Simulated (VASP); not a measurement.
# CaAl2Ge2 (P-3m1) in VASP: further runs, part 2 of 2

VASP 6.6.1. Earlier steps stand in the parts before.

## 3. Single point, LDA

This run uses another cell than the first one, of 20.05 Å³/atom.

Input file INCAR:

```
SYSTEM = CaAl2Ge2
PREC = Accurate ; ENCUT = 520
EDIFF = 1E-6 ; ISMEAR = -1
SIGMA = 0.1 ; LREAL = .False.
LASPH = .True. ; NELM = 80
ALGO = Normal ; ISIF = 2
LWAVE = .False. ; LCHARG = .True.
GGA = CA ; LELF = .True.
LVHAR = .True. ; NBANDS = 30
```

Input file KPOINTS:

```
Automatic mesh
0
Gamma
  6 6 4
  0 0 0
```

Input file POSCAR:

```
CaAl2Ge2
1.0
    4.0687780601      0.0000000000      0.0000000000
   -2.0343890301      3.5236695629      0.0000000000
    0.0000000000      0.0000000000      6.9926002787
Ca Al Ge
1 2 2
Direct
    0.0000000000      0.0000000000      0.0000000000
    0.3333333333      0.6666666667      0.6293000000
    0.6666666667      0.3333333333      0.3707000000
    0.3333333333      0.6666666667      0.2621700000
    0.6666666667      0.3333333333      0.7378300000
```

Potentials or basis: VASP PAW LDA potentials, release 64 (Ca_sv, Al, Ge_d).

Launch:

```
cat potpaw_LDA.64/Ca_sv/POTCAR potpaw_LDA.64/Al/POTCAR potpaw_LDA.64/Ge_d/POTCAR > POTCAR
mpirun -np 1 vasp_std > vasp.out
```

OUTCAR:

```text
SYSTEM = CaAl2Ge2
   PREC = Accurate
   ENCUT = 520
   EDIFF = 1E-6
   ISMEAR = -1
   LREAL = .False.
   LASPH = .True.
   NELM = 80
   ISIF = 2
   GGA = CA

 ion  position               nearest neighbor table
   1  0.000  0.000  0.000-   4 2.98   5 2.98   5 2.98   4 2.98   5 2.98   4 2.98
   2  0.333  0.667  0.629-   5 2.47   5 2.47   5 2.47   4 2.57   3 2.96   3 2.96   3 2.96
   3  0.667  0.333  0.371-   4 2.47   4 2.47   4 2.47   5 2.57   2 2.96   2 2.96   2 2.96
   4  0.333  0.667  0.262-   3 2.47   3 2.47   3 2.47   2 2.57   1 2.98   1 2.98   1 2.98
   5  0.667  0.333  0.738-   2 2.47   2 2.47   2 2.47   3 2.57   1 2.98   1 2.98   1 2.98

  LATTYP: Found a hexagonal cell.
 ALAT       =     4.0687780601
 C/A-ratio  =     1.7185995833
[... 990 lines left out ...]
  Total        1.8803288      1.8803335      0.5956106     -0.0000000      0.0000000     -0.0000000
  in kB       30.0501397     30.0502148      9.5186441     -0.0000000      0.0000000     -0.0000000
  external PRESSURE =      23.2063329 kB  Pullay stress =       0.0000000 kB

 VOLUME and BASIS-vectors are now :
 -----------------------------------------------------------------------------
  energy-cutoff  :      520.00
  volume of cell :      100.25
      direct lattice vectors                 reciprocal lattice vectors
     4.068778060  0.000000000  0.000000000     0.245774035  0.141897528  0.000000000
    -2.034389030  3.523669563  0.000000000     0.000000000  0.283795056  0.000000000
     0.000000000  0.000000000  6.992600279     0.000000000  0.000000000  0.143008317

 POSITION                                       TOTAL-FORCE (eV/Angst)
 -----------------------------------------------------------------------------------
      0.00000      0.00000      0.00000        -0.000000      0.000000      0.000000
     -0.00000      2.34911      4.40044        -0.000000      0.000000      0.003992
      2.03439      1.17456      2.59216         0.000000     -0.000000     -0.003992
     -0.00000      2.34911      1.83325         0.000000      0.000000     -0.363087
      2.03439      1.17456      5.15935        -0.000000     -0.000000      0.363087
 -----------------------------------------------------------------------------------
    total drift:                               -0.000000      0.000000      0.000000

  FREE ENERGIE OF THE ION-ELECTRON SYSTEM (eV)
  ---------------------------------------------------
  free  energy   TOTEN  =       -23.1906298151 eV

  energy  without entropy=      -23.1628716172  energy(sigma->0) =      -23.17675072
```

OSZICAR:

```text
N       E                     dE             d eps       ncg     rms          rms(c)
DAV:   1     0.389688153547E+03    0.38969E+03   -0.21370E+04  1712   0.291E+03
DAV:   2     0.338801662206E+02   -0.35581E+03   -0.34434E+03  1440   0.747E+02
DAV:   3    -0.205890718549E+02   -0.54469E+02   -0.53792E+02  1700   0.170E+02
DAV:   4    -0.236831055895E+02   -0.30940E+01   -0.30826E+01  2186   0.434E+01
DAV:   5    -0.237937084565E+02   -0.11060E+00   -0.11053E+00  2138   0.743E+00    0.605E+00
DAV:   6    -0.233305155656E+02    0.46319E+00   -0.51163E-01  1898   0.285E+00    0.332E+00
DAV:   7    -0.231945921087E+02    0.13592E+00   -0.33011E-01  1620   0.309E+00    0.638E-01
DAV:   8    -0.231907497783E+02    0.38423E-02   -0.30958E-02  2214   0.137E+00    0.172E-01
DAV:   9    -0.231906398606E+02    0.10992E-03   -0.23913E-03  1906   0.413E-01    0.788E-02
DAV:  10    -0.231906305213E+02    0.93394E-05   -0.19873E-04  1960   0.115E-01    0.210E-02
DAV:  11    -0.231906298751E+02    0.64613E-06   -0.14464E-05  1962   0.210E-02    0.793E-03
DAV:  12    -0.231906298151E+02    0.60032E-07   -0.17015E-06  1306   0.145E-02
   1 F= -.23190630E+02 E0= -.23176751E+02  d E =-.277582E-01
```

stdout:

```text
POSCAR found type information on POSCAR CaAlGe
 POSCAR found :  3 types and       5 ions
 scaLAPACK will be used
 LDA part: xc-table for (Slater(with rela. corr.)+CA(PZ))
 , standard interpolation
 POSCAR, INCAR and KPOINTS ok, starting setup
 FFT: planning ... GRIDC
 FFT: planning ... GRID_SOFT
 FFT: planning ... GRID
 WAVECAR not read
 entering main loop
```

It took 71 s on 1 thread of Intel Xeon Platinum 8488C (Sapphire Rapids), shared host; peak memory 0.22 GiB.

Results:

| Item | Value |
| --- | --- |
| Free energy | -23.1906 eV |
| Pressure | 2.3 GPa |
| Largest force | 0.363 eV/Å |
| Band gap on the k mesh | zero (bands 22 and 23 overlap by 0.54 eV) |

Forces in eV/Å, atoms in the order of the input:
```
Ca   0.000  0.000  0.000
Al   0.000  0.000  0.004
Al   0.000  0.000 -0.004
Ge   0.000  0.000 -0.363
Ge   0.000  0.000  0.363
```

## 4. Single point, LDA

This run uses another cell than the first one, of 20.59 Å³/atom.

Input file INCAR:

```
PREC     = Accurate       # precision mode
ENCUT    = 520            # plane-wave cutoff, eV
EDIFF    = 1E-7           # SCF threshold, eV
ISMEAR   = -1             # smearing method
SIGMA    = 0.1            # smearing width, eV
LREAL    = False          # projectors in reciprocal space
LASPH    = True           # aspherical terms in the spheres
NELM     = 100            # most SCF steps
ALGO     = Normal         # electronic algorithm
ISIF     = 2              # what is computed and relaxed
LWAVE    = False          # write WAVECAR
LCHARG   = True           # write CHGCAR
GGA      = CA             # functional
LELF     = True           # ELF
LVHAR    = True         
NBANDS   = 30             # bands
```

Input file KPOINTS:

```
Automatic mesh
0
Gamma
  6 6 4
```

Edit POSCAR of step 3 so:

```diff
@@ -2,5 +2,5 @@
 1.0
-    4.0687780601      0.0000000000      0.0000000000
-   -2.0343890301      3.5236695629      0.0000000000
-    0.0000000000      0.0000000000      6.9926002787
+    4.1051083580      0.0000000000      0.0000000000
+   -2.0525541790      3.5551325631      0.0000000000
+    0.0000000000      0.0000000000      7.0550375135
 Ca Al Ge
```

Launch:

```
cat potpaw_LDA.64/Ca_sv/POTCAR potpaw_LDA.64/Al/POTCAR potpaw_LDA.64/Ge_d/POTCAR > POTCAR
mpirun -np 1 vasp_std > vasp.out
```

Wall time 75 s (1 thread of Intel Xeon Platinum 8488C (Sapphire Rapids), shared host); peak memory 0.23 GiB.

The run converged. Its results:

| Quantity | Value |
| --- | --- |
| Free energy | -23.2127 eV |
| Pressure | 0.3 GPa |
| Largest force | 0.249 eV/Å |
| Band gap on the k mesh | zero (bands 22 and 23 overlap by 0.51 eV) |

Forces in eV/Å, atoms in the order of the input:
```
Ca   0.000  0.000  0.000
Al   0.000  0.000 -0.004
Al   0.000  0.000  0.004
Ge   0.000  0.000 -0.249
Ge   0.000  0.000  0.249
```

Stress tensor (GPa, compression positive):
```
 0.85  0.00  0.00
 0.00  0.85  0.00
 0.00  0.00 -0.86
```

Levels at points of the mesh, in eV from the Fermi level:
| k point | band 19 | band 20 | band 21 | band 22 | band 23 | band 24 | band 25 | band 26 |
| --- | --- | --- | --- | --- | --- | --- | --- | --- |
| (0.00, 0.00, 0.00) | -1.33 | 0.02 | 0.37 | 0.37 | 0.92 | 1.47 | 2.32 | 2.32 |
| (0.50, 0.00, 0.00) | -3.07 | -2.48 | -2.26 | -1.27 | -0.14 | 2.19 | 2.56 | 3.47 |
| (0.00, 0.00, 0.50) | -0.97 | -0.97 | -0.42 | -0.42 | 0.58 | 2.05 | 2.05 | 2.13 |
| (0.50, 0.00, 0.50) | -2.60 | -2.55 | -1.07 | -1.01 | 0.53 | 0.55 | 1.50 | 2.11 |

## 5. Summary

| cell | gap on the mesh (eV) | pressure (GPa) | largest force (eV/Å) |
| --- | --- | --- | --- |
| a = 4.032, b = 4.032, c = 6.929 Å, angles 90.0, 90.0, 120.0°, 5 atoms | none | 4.7 | 0.49 |
| a = 4.069, b = 4.069, c = 6.993 Å, angles 90.0, 90.0, 120.0°, 5 atoms | none | 2.3 | 0.36 |
| a = 4.105, b = 4.105, c = 7.055 Å, angles 90.0, 90.0, 120.0°, 5 atoms | none | 0.3 | 0.25 |

Alike in all rows: task single point; level LDA; potentials or basis VASP PAW LDA potentials, release 64 (Ca_sv, Al, Ge_d); no spin polarisation; k mesh 6 × 6 × 4; cutoff (eV) 520; smearing fermi-dirac 0.1 eV.

Caveats: the cell stands under pressure (at least some runs).

Absolute energies hang on the potentials; compare differences alone.
